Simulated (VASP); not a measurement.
# PbS (R3m) in VASP: a series of runs

The runs below take PbS through single point, with PBEsol, LDA, PBE, HSE06.

Program: VASP 6.6.1. These are calculated values, not measurements. Logs are shortened: lines on timing, memory, paths and dates and some standing lists are left out, and cuts for length are marked.

## (1) The cell of the first run

Symmetry: R3m, No. 160, trigonal system. Conventional cell: a = 4.281 Å, b = 4.281 Å, c = 10.492 Å, α = 90.00°, β = 90.00°, γ = 120.00°. Within 3.9 Å of Pb (site symmetry 3m) lie 6 S at 2.99 to 3.06 Å. Within 3.9 Å of S (site symmetry 3m) lie 6 Pb at 2.99 to 3.06 Å.

## (2) Single point, PBEsol (volume scaled by 1.04)

Contents of INCAR:

```
SYSTEM = PbS
ALGO = Normal
EDIFF = 1E-6
ENCUT = 520
GGA = PS
ISIF = 2
ISMEAR = -1
LASPH = .TRUE.
LCHARG = .FALSE.
LREAL = .FALSE.
LWAVE = .FALSE.
NBANDS = 17
NELM = 80
PREC = Accurate
SIGMA = 0.05
```

Contents of KPOINTS:

```
k-points
0
G
  8 8 8
  0 0 0
```

Contents of POSCAR:

```
PbS
1.0
    2.1404630743      1.2357969321      3.4973414117
   -2.1404630743      1.2357969321      3.4973414117
    0.0000000000     -2.4715938643      3.4973414117
Pb S
1 1
Direct
    0.9805657800      0.9805657800      0.9805657800
    0.4750355500      0.4750355500      0.4750355500
```

Potentials or basis: VASP PAW PBE potentials, release 64 (Pb_d, S).

On the command line:

```bash
$ cat potpaw_PBE.64/Pb_d/POTCAR potpaw_PBE.64/S/POTCAR > POTCAR
$ mpirun -np 1 vasp_std > vasp.out
```

OUTCAR:

```text
SYSTEM = PbS
   EDIFF = 1E-6
   ENCUT = 520
   GGA = PS
   ISIF = 2
   ISMEAR = -1
   LASPH = .TRUE.
   LREAL = .FALSE.
   NELM = 80
   PREC = Accurate

 ion  position               nearest neighbor table
   1  0.981  0.981  0.981-   2 2.99   2 2.99   2 2.99   2 3.06   2 3.06   2 3.06
   2  0.475  0.475  0.475-   1 2.99   1 2.99   1 2.99   1 3.06   1 3.06   1 3.06

  LATTYP: Found a trigonal (rhomboedric) cell.
 ALAT       =     4.2825428404
 COS(alpha) =     0.5003774362

  Lattice vectors:

 A1 = (   2.1404630743,   1.2357969321,   3.4973414117)
 A2 = (  -2.1404630743,   1.2357969321,   3.4973414117)
 A3 = (   0.0000000000,  -2.4715938643,   3.4973414117)

Analysis of symmetry for initial positions (statically):
=====================================================================
 Subroutine PRICEL returns:
 Original cell was already a primitive cell.

 Routine SETGRP: Setting up the symmetry group for a
 trigonal (rhombohedral) supercell.

 Subroutine GETGRP returns: Found  6 space group operations
 (whereof  6 operations were pure point group operations)
 out of a pool of 12 trial point group operations.

The static configuration has the point symmetry C_3v.

Analysis of symmetry for dynamics (positions and initial velocities):
=====================================================================
 Subroutine PRICEL returns:
 Original cell was already a primitive cell.

 Routine SETGRP: Setting up the symmetry group for a
 trigonal (rhombohedral) supercell.

 Subroutine GETGRP returns: Found  6 space group operations
 (whereof  6 operations were pure point group operations)
 out of a pool of 12 trial point group operations.

The dynamic configuration has the point symmetry C_3v.

 Subroutine INISYM returns: Found  6 space group operations
 (whereof  6 operations are pure point group operations),
 and found     1 'primitive' translations

----------------------------------------------------------------------------------------

                                     Primitive cell

  volume of cell :      55.5065

  direct lattice vectors                    reciprocal lattice vectors
     2.140463074  1.235796932  3.497341412     0.233594312  0.134865739  0.095310493
    -2.140463074  1.235796932  3.497341412    -0.233594312  0.134865739  0.095310493
     0.000000000 -2.471593864  3.497341412     0.000000000 -0.269731478  0.095310493

  length of vectors
     4.282542840  4.282542840  4.282542840     0.286075445  0.286075445  0.286075445

  position of ions in fractional coordinates (direct lattice)
     0.980565780  0.980565780  0.980565780
     0.475035550  0.475035550  0.475035550

  ion indices of the primitive-cell ions
   primitive index   ion index
                 1           1
                 2           2

----------------------------------------------------------------------------------------

 KPOINTS: k-points

Automatic generation of k-mesh.
 Grid dimensions read from file:
 generate k-points for:    8    8    8

 Generating k-lattice:

  Cartesian coordinates                     Fractional coordinates (reciprocal lattice)
     0.029199289  0.016858217  0.011913812     0.125000000  0.000000000 -0.000000000
    -0.029199289  0.016858217  0.011913812     0.000000000  0.125000000 -0.000000000
     0.000000000 -0.033716435  0.011913812     0.000000000  0.000000000  0.125000000

  Length of vectors
     0.035759431  0.035759431  0.035759431

  Shift w.r.t. Gamma in fractional coordinates (k-lattice)
     0.000000000  0.000000000  0.000000000

 Subroutine IBZKPT returns following result:
 ===========================================

 Found     65 irreducible k-points:

 Following reciprocal coordinates:
            Coordinates               Weight
  0.000000  0.000000  0.000000      1.000000
  0.125000  0.000000  0.000000      6.000000
  0.250000  0.000000  0.000000      6.000000
  0.375000  0.000000 -0.000000      6.000000
  0.500000  0.000000  0.000000      3.000000
  0.125000  0.125000  0.000000      6.000000
[... 16 lines left out ...]
  0.250000  0.125000  0.125000      6.000000
  0.375000  0.125000  0.125000      6.000000
 [... further k-points ...]
   k-points           NKPTS =     65   k-points in BZ     NKDIM =     65   number of bands    NBANDS=     17
   number of dos      NEDOS =    301   number of ions     NIONS =      2
   total plane-waves  NPLWV =  32768
   dimension x,y,z NGX =    32 NGY =   32 NGZ =   32
   dimension x,y,z NGXF=    64 NGYF=   64 NGZF=   64
   ions per type =               1   1
   NGX,Y,Z   is equivalent  to a cutoff of  12.42, 12.42, 12.42 a.u.
   NGXF,Y,Z  is equivalent  to a cutoff of  24.84, 24.84, 24.84 a.u.
 SYSTEM =  PbS
   PREC   = accura    normal or accurate (medium, high low for compatibility)
   ISTART =      0    job   : 0-new  1-cont  2-samecut
   ICHARG =      2    charge: 1-file 2-atom 10-const
   ISPIN  =      1    spin polarized calculation?
   LNONCOLLINEAR =      F non collinear calculations
   LSORBIT =      F    spin-orbit coupling
   LASPH  =      T    aspherical Exc in radial PAW
   ENCUT  =  520.0 eV  38.22 Ry    6.18 a.u.   7.96  7.96  7.96*2*pi/ulx,y,z
   NELM   =     80;   NELMIN=  2; NELMDL= -5     # of ELM steps
   EDIFF  = 0.1E-05   stopping-criterion for ELM
   LREAL  =      F    real-space projection
   EDIFFG = 0.1E-04   stopping-criterion for IOM
   NSW    =      0    number of steps for IOM
   IBRION =     -1    ionic relax: 0-MD 1-quasi-New 2-CG
   NFREE  =      0    steps in history (QN), initial steepest desc. (CG)
   ISIF   =      2    stress and relaxation
   ISYM   =      2    0-nonsym 1-usesym 2-fastsym
   POTIM  = 0.5000    time-step for ionic-motion
   TEBEG  =    0.0;   TEEND  =   0.0 temperature during run
   PSTRESS=    0.0 pullay stress
   NELECT =      20.0000    total number of electrons
   NUPDOWN=      -1.0000    fix difference up-down
   EMIN   =  10.00;   EMAX   =-10.00  energy-range for DOS
   EFERMI =   0.00;   METHOD = LEGACY
   ISMEAR =    -1;   SIGMA  =   0.05  broadening in eV -4-tet -1-fermi 0-gaus
   EFERMI_NEDOS =   21; number of points for ismear=-14 and -15
   IALGO  =     38    algorithm
   IMIX   =      4    mixing-type and parameters
     AMIX     =   0.40;   BMIX     =  1.00
     AMIX_MAG =   1.60;   BMIX_MAG =  1.00
  volume/ion in A,a.u.               =      27.75       187.29
  Fermi-wavevector in a.u.,A,eV,Ry     =   1.164940  2.201417 18.464256  1.357085
  Thomas-Fermi vector in A             =   2.301472
   LORBIT       =      0    0 simple, 1 ext, 2 COOP (PROOUT), +10 PAW based schemes
   GGA     = PS    functional components
   LHFCALC =     F    Hartree Fock is set to
   AEXX    =    0.0000 exact exchange contribution
   IVDW    =     0    specifies the selected vdW correction
   LEPSILON=     F    determine dielectric tensor
   LRPA    =     F    only Hartree local field effects (RPA)
 non-spin polarized calculation
  energy-cutoff  :      520.00
  volume of cell :       55.51
 maximum number of plane-waves:      1524
   NGX = 15   NGY = 15   NGZ = 15

 number of electron      19.9999998 magnetization

 Free energy of the ion-electron system (eV)
  ---------------------------------------------------
  ext. energy  EPLUGINS =         0.00000000
  ---------------------------------------------------
  free energy    TOTEN  =        -9.40540405 eV

  energy without entropy =       -9.40533627  energy(sigma->0) =       -9.40537016

 E-fermi :   5.0730     XC(G=0):  -9.6001

 val. band max:        4.8336851228   @ k =   0.5000   0.0000   0.0000
 cond. band min:       5.3122302813   @ k =   0.5000   0.0000   0.0000
 fundamental gap:      0.4785451585
 Fermi energy:         5.0729504753

 k-point     1 :       0.0000    0.0000    0.0000
  band No.  band energies     occupation
      1     -11.7526      2.00000
      2     -11.7522      2.00000
      3     -11.7522      2.00000
      4     -11.7378      2.00000
      5     -11.7378      2.00000
      6      -8.1689      2.00000
[... 9 lines left out ...]
     16      11.7154      0.00000
     17      13.5100      0.00000

 k-point     2 :       0.1250    0.0000    0.0000
  band No.  band energies     occupation
      1     -11.7516      2.00000
      2     -11.7500      2.00000
      3     -11.7497      2.00000
      4     -11.7385      2.00000
      5     -11.7384      2.00000
      6      -8.0468      2.00000
[... 9 lines left out ...]
     16      12.0482      0.00000
     17      14.5485      0.00000

 k-point     3 :       0.2500    0.0000    0.0000
  band No.  band energies     occupation
      1     -11.7539      2.00000
      2     -11.7535      2.00000
      3     -11.7502      2.00000
      4     -11.7301      2.00000
      5     -11.7298      2.00000
      6      -7.7095      2.00000
[... 9 lines left out ...]
     16      12.8710      0.00000
     17      16.3356      0.00000

 k-point     4 :       0.3750    0.0000   -0.0000
  band No.  band energies     occupation
      1     -11.7615      2.00000
      2     -11.7610      2.00000
      3     -11.7491      2.00000
      4     -11.7179      2.00000
      5     -11.7175      2.00000
      6      -7.2775      2.00000
[... 9 lines left out ...]
     16      14.0875      0.00000
     17      16.3283      0.00000
[... 343 lines left out ...]
      1     -11.7520      2.00000
      2     -11.7497      2.00000
      3     -11.7497      2.00000
      4     -11.7384      2.00000
      5     -11.7384      2.00000
      6      -8.0473      2.00000
[... 9 lines left out ...]
     16      12.0441      0.00000
     17      14.5444      0.00000

 k-point    23 :       0.2500    0.1250    0.1250
  band No.  band energies     occupation
      1     -11.7517      2.00000
      2     -11.7498      2.00000
      3     -11.7460      2.00000
      4     -11.7444      2.00000
      5     -11.7311      2.00000
      6      -7.8518      2.00000
[... 9 lines left out ...]
     16      13.1007      0.00000
     17      14.2915      0.00000

 k-point    24 :       0.3750    0.1250    0.1250
  band No.  band energies     occupation
      1     -11.7589      2.00000
      2     -11.7539      2.00000
      3     -11.7483      2.00000
      4     -11.7317      2.00000
      5     -11.7228      2.00000
      6      -7.4734      2.00000
[... 9 lines left out ...]
     16      14.4307      0.00000
     17      15.5121      0.00000

 [... further k-points ...]
[... 5 lines left out ...]
  --------------------------------------------------------------------------------------
  -------------------------------------------------------------------------------------
  Total       -1.3567153     -1.3567153     -1.3479761     -0.0000000      0.0000000      0.0000000
  in kB      -39.1611260    -39.1611260    -38.9088712     -0.0000000      0.0000000      0.0000000
  external PRESSURE =     -39.0770411 kB  Pullay stress =       0.0000000 kB

 VOLUME and BASIS-vectors are now :
 -----------------------------------------------------------------------------
  energy-cutoff  :      520.00
  volume of cell :       55.51
      direct lattice vectors                 reciprocal lattice vectors
     2.140463074  1.235796932  3.497341412     0.233594312  0.134865739  0.095310493
    -2.140463074  1.235796932  3.497341412    -0.233594312  0.134865739  0.095310493
     0.000000000 -2.471593864  3.497341412     0.000000000 -0.269731478  0.095310493

 POSITION                                       TOTAL-FORCE (eV/Angst)
 -----------------------------------------------------------------------------------
      0.00000     -0.00000     10.28812         0.000000     -0.000000      0.011928
      0.00000     -0.00000      4.98408         0.000000      0.000000     -0.011928
 -----------------------------------------------------------------------------------
    total drift:                                0.000000      0.000000     -0.000562

  FREE ENERGIE OF THE ION-ELECTRON SYSTEM (eV)
  ---------------------------------------------------
  free  energy   TOTEN  =        -9.4054040499 eV

  energy  without entropy=       -9.4053362658  energy(sigma->0) =       -9.40537016
```

Run time: 98 s. Hardware: 1 thread of AMD EPYC 7R13 (Zen 3), shared host; peak memory 0.18 GiB.

Results:

| Property | Result |
| --- | --- |
| Free energy | -9.4054 eV |
| Pressure | -3.9 GPa |
| Largest force | 0.012 eV/Å |
| Band gap on the k mesh | 0.48 eV, direct |

Forces on the atoms (eV/Å):
```
Pb   0.000  0.000  0.012
S    0.000  0.000 -0.012
```

Levels at points of the mesh, in eV from the valence-band top:
```tsv
k point	band 6	band 7	band 8	band 9	band 10	band 11	band 12	band 13	band 14	band 15
(0.00, 0.00, 0.00)	-13.00	-6.10	-1.81	-1.81	-1.81	5.02	5.04	5.04	6.87	6.87
(0.50, 0.00, 0.00)	-11.88	-8.49	-1.47	-1.46	0.00	0.48	2.09	2.10	8.47	10.25
(0.50, 0.50, 0.00)	-11.54	-7.10	-4.67	-3.01	-3.00	4.02	5.38	5.48	5.50	11.18
(0.50, 0.50, 0.50)	-11.89	-8.48	-1.46	-1.46	-0.03	0.51	2.09	2.09	8.46	10.25
```

Caveat: the cell differs from its parent crystal (volume scaled by 1.04); the PAW data sets were made with another functional, which shifts forces and pressure a little; spin-orbit coupling is left out, which moves the levels of the heavy elements.

## (3) Single point, LDA (volume scaled by 1.06)

Contents of INCAR:

```
SYSTEM = PbS
  PREC = Accurate
  ENCUT = 520
  EDIFF = 1E-6
  ISMEAR = -1
  SIGMA = 0.05
  LREAL = .False.
  LASPH = .True.
  NELM = 80
  ALGO = Normal
  ISIF = 2
  LWAVE = .False.
  LCHARG = .False.
  GGA = CA
  NBANDS = 17
```

Contents of KPOINTS:

```
regular mesh
0
Gamma
  8 8 8
  0 0 0
```

Contents of POSCAR:

```
PbS
1.0
    2.1540969647      1.2436684624      3.5196180723
   -2.1540969647      1.2436684624      3.5196180723
    0.0000000000     -2.4873369248      3.5196180723
Pb S
1 1
Direct
    0.9805657800      0.9805657800      0.9805657800
    0.4750355500      0.4750355500      0.4750355500
```

Potentials or basis: VASP PAW LDA potentials, release 64 (Pb_d, S).

On the command line:

```bash
$ cat potpaw_LDA.64/Pb_d/POTCAR potpaw_LDA.64/S/POTCAR > POTCAR
$ mpirun -np 1 vasp_std > vasp.out
```

Wall time 78 s (1 thread of AMD EPYC 7R13 (Zen 3), shared host); peak memory 0.16 GiB.

The run converged. Its results:

```
Free energy            : -9.8614 eV
Pressure               : -6.1 GPa
Largest force          : 0.031 eV/Å
Band gap on the k mesh : 0.48 eV, direct
```

Forces on the atoms (eV/Å):
```
Pb   0.000  0.000  0.031
S    0.000  0.000 -0.031
```

Levels at points of the mesh, in eV from the valence-band top:
```tsv
k point	band 8	band 9	band 10	band 11	band 12	band 13
(0.00, 0.00, 0.00)	-1.71	-1.71	-1.70	4.88	4.90	4.90
(0.50, 0.00, 0.00)	-1.37	-1.36	0.00	0.48	2.07	2.07
(0.50, 0.50, 0.00)	-4.51	-2.88	-2.88	4.10	5.27	5.34
(0.50, 0.50, 0.50)	-1.36	-1.36	-0.03	0.51	2.07	2.07
```

Caveat: the cell differs from its parent crystal (volume scaled by 1.06); spin-orbit coupling is left out, which moves the levels of the heavy elements. A k mesh can miss the band edges.

## (4) Single point, PBE

This run uses another cell than the first one, of 26.69 Å³/atom, 0.962 times its volume.

Contents of INCAR:

```
ALGO = Normal
EDIFF = 1E-6
ENCUT = 520
GGA = PE
ISIF = 2
ISMEAR = -1
LASPH = T
LCHARG = F
LREAL = F
LWAVE = F
NBANDS = 17
NELM = 80
PREC = Accurate
SIGMA = 0.05
```

Contents of KPOINTS:

```
k-points
0
Gamma
  4 4 4
```

Contents of POSCAR:

```
PbS
1.0
    2.1126617058      1.2197458045      3.4519162518
   -2.1126617058      1.2197458045      3.4519162518
    0.0000000000     -2.4394916091      3.4519162518
Pb S
1 1
Direct
    0.9805657800      0.9805657800      0.9805657800
    0.4750355500      0.4750355500      0.4750355500
```

Potentials or basis: VASP PAW PBE potentials, release 64 (Pb_d, S).

On the command line:

```bash
$ cat potpaw_PBE.64/Pb_d/POTCAR potpaw_PBE.64/S/POTCAR > POTCAR
$ mpirun -np 1 vasp_std > vasp.out
```

Wall time 8.2 s (1 thread of Intel Xeon Platinum 8375C at 2.90GHz (Ice Lake), shared host); peak memory 0.17 GiB.

The run converged. Its results:

```yaml
Free_energy: -8.7553 eV
Pressure: 0.9 GPa
Largest_force: 0.029 eV/Å
Band_gap_on_the_k_mesh: 0.46 eV, direct
```

Forces on the atoms (eV/Å):
```
Pb   0.000  0.000  0.029
S    0.000  0.000 -0.029
```

Levels at points of the mesh, in eV from the valence-band top:
```
           k point  band 6  band 7  band 8  band 9  band 10  band 11  band 12  band 13  band 14  band 15
(0.00, 0.00, 0.00)  -13.37   -6.04   -2.03   -2.03    -2.03     5.14     5.17     5.17     6.83     6.83
(0.50, 0.00, 0.00)  -12.18   -8.69   -1.67   -1.67     0.00     0.46     2.05     2.06     8.65    10.19
(0.50, 0.50, 0.00)  -11.79   -7.15   -4.97   -3.27    -3.26     3.97     5.53     5.63     5.65    11.18
(0.50, 0.50, 0.50)  -12.19   -8.68   -1.66   -1.66    -0.03     0.49     2.05     2.05     8.65    10.19
```

Caveat: the k points lie up to 0.46 Å⁻¹ apart; spin-orbit coupling is left out, which moves the levels of the heavy elements. A k mesh can miss the band edges.

(Continued in part 2 of 2.)
